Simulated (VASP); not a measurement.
# CuW2: single point with PBE

Crystal: CuW2.

```
CELL_PARAMETERS angstrom
2.61656 -1.51186 -0.02759
2.61656 1.51186 -0.02759
-1.77648 0.00000 6.11143
ATOMIC_POSITIONS crystal
Cu 0.00000 0.00000 0.00000
W 0.78655 0.78655 0.34747
W 0.21345 0.21345 0.65253
```

| Property | Result |
| --- | --- |
| Program | VASP 6.6.1 |
| Task | single point |
| Functional | PBE |
| Potentials or basis | VASP PAW PBE potentials, release 64 (Cu, W_sv) |
| Cutoff | 520 eV |
| k mesh | 6 × 6 × 4 |
| Occupations | gaussian, width 0.1 eV |
| Spin | no spin polarisation |
| Dipole correction | no |
| Further INCAR settings | ALGO = Normal; EDIFF = 1e-07; NBANDS = 26 |

```yaml
Pressure: 0.8 GPa
Largest_force: 0.065 eV/Å
```

Forces in eV/Å, atoms in the order of the input:
```
Cu   0.000  0.000  0.000
W    0.027  0.000 -0.060
W   -0.027  0.000  0.060
```

Stress tensor (GPa, compression positive):
```
 0.81  0.00 -0.18
 0.00  0.68  0.00
-0.18  0.00  0.92
```

Levels at points of the mesh, in eV from the Fermi level:
| k point | band 17 | band 18 | band 19 | band 20 | band 21 | band 22 | band 23 | band 24 |
| --- | --- | --- | --- | --- | --- | --- | --- | --- |
| (0.00, 0.00, 0.00) | -1.52 | -1.52 | -1.26 | -1.22 | -1.06 | 1.99 | 2.27 | 2.61 |
| (0.50, 0.00, 0.00) | -2.19 | -1.07 | -0.86 | 1.09 | 1.19 | 2.68 | 3.56 | 4.52 |
| (0.50, 0.50, 0.00) | -1.71 | -1.30 | -0.19 | 0.39 | 1.49 | 2.50 | 3.31 | 3.58 |
| (0.00, 0.00, 0.50) | -1.41 | -1.40 | -1.10 | -1.10 | 0.57 | 1.86 | 2.19 | 2.55 |
| (0.50, 0.00, 0.50) | -1.77 | -1.36 | -0.25 | 0.35 | 1.85 | 2.48 | 3.48 | 3.51 |
| (0.50, 0.50, 0.50) | -2.23 | -1.05 | -0.75 | 0.81 | 1.34 | 2.68 | 3.35 | 4.64 |

It took 70 s on 1 thread of Intel(R) Xeon(R) Platinum 8259CL CPU @ 2.50GHz (Skylake/Cascade Lake) (shared host), peak memory 0.2 GiB.

Caveat: the k points lie up to 0.40 Å⁻¹ apart; spin-orbit coupling is left out, which moves the levels of the heavy elements.
